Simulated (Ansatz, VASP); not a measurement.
## One calculation of In4Ru, two programs

```
In Ru
1.0
     4.59691    0.00000    0.00000
    -2.29846    3.98104    0.00000
     0.00000    0.00000    6.54676
In Ru
4 1
Direct
  0.50000 0.00000 0.00000
  0.00000 0.50000 0.00000
  0.50000 0.50000 0.00000
  0.00000 0.00000 0.00000
  0.00000 0.00000 0.50000
```

Alike in both runs: task relaxation of cell and atoms; functional PBE; k mesh 4 × 4 × 3; occupations gaussian, width 0.2 eV; no spin polarisation.

|  | VASP | Ansatz |
| --- | --- | --- |
| version | VASP 6.6.1 | Ansatz 0.2.0 |
| potentials or method | VASP PAW PBE potentials, release 64 (In_d, Ru_pv), cutoff 600 eV | scalar-relativistic, plane waves, PAW |
| valence electrons in the cell | 66 | 68 |

|  | VASP | Ansatz | Ansatz less VASP |
| --- | --- | --- | --- |
| gap on the k mesh at the Fermi level, each at its own relaxed structure (eV) | none | none | - |
| relaxed volume (Å³/atom) | 34.69 | 34.40 | -0.291 |
| relaxed cell length with the largest relative difference (Å) | 6.307 | 6.273 | -0.0340 |

A gap of «none» marks a metal or a gap that the smearing closes. VASP's potentials hold 66 valence electrons a cell and Ansatz's 68, so a difference there can come from the potentials and not from the codes.

The k mesh is coarse, so the values compare programs but aren't converged. Noted on VASP's run: the volume moved by over 15 % at a fixed basis, so the end points are rough.
